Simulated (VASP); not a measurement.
A run of VASP 6.6.1:

File INCAR:

```
PREC = Accurate ; ENCUT = 520
EDIFF = 1E-7 ; ISMEAR = -1
SIGMA = 0.05 ; LREAL = F
LASPH = T ; NELM = 150
ALGO = Normal ; ISIF = 2
LWAVE = F ; LCHARG = F
LNONCOLLINEAR = T ; MAGMOM = 0 0 0 0 0 0
LORBIT = 11 ; LSORBIT = T
GGA_COMPAT = F ; LORBMOM = T
LMAXMIX = 4 ; GGA = PS
NBANDS = 28
```

File KPOINTS:

```
regular mesh
0
Gamma
  7 7 7
```

POSCAR

```
TaN
1.0
    0.0000000000      2.2113230000      2.2113230000
    2.2113230000      0.0000000000      2.2113230000
    2.2113230000      2.2113230000      0.0000000000
Ta N
1 1
Direct
    0.5000000000      0.5000000000      0.5000000000
    0.0000000000      0.0000000000      0.0000000000
```

Potentials or basis: VASP PAW PBE potentials, release 64 (Ta_pv, N).

Launch:

```sh
$ cat potpaw_PBE.64/Ta_pv/POTCAR potpaw_PBE.64/N/POTCAR > POTCAR
$ mpirun -np 1 vasp_ncl > vasp.out
```

Hardware: 1 thread of Intel Xeon 8259CL (shared host).

Estimate the wall time of this run.

Run time: 36 s on 1 thread of Intel Xeon 8259CL, with other jobs on the host, peak memory 0.2 GiB. Counts: scf iterations 14, k points 20.
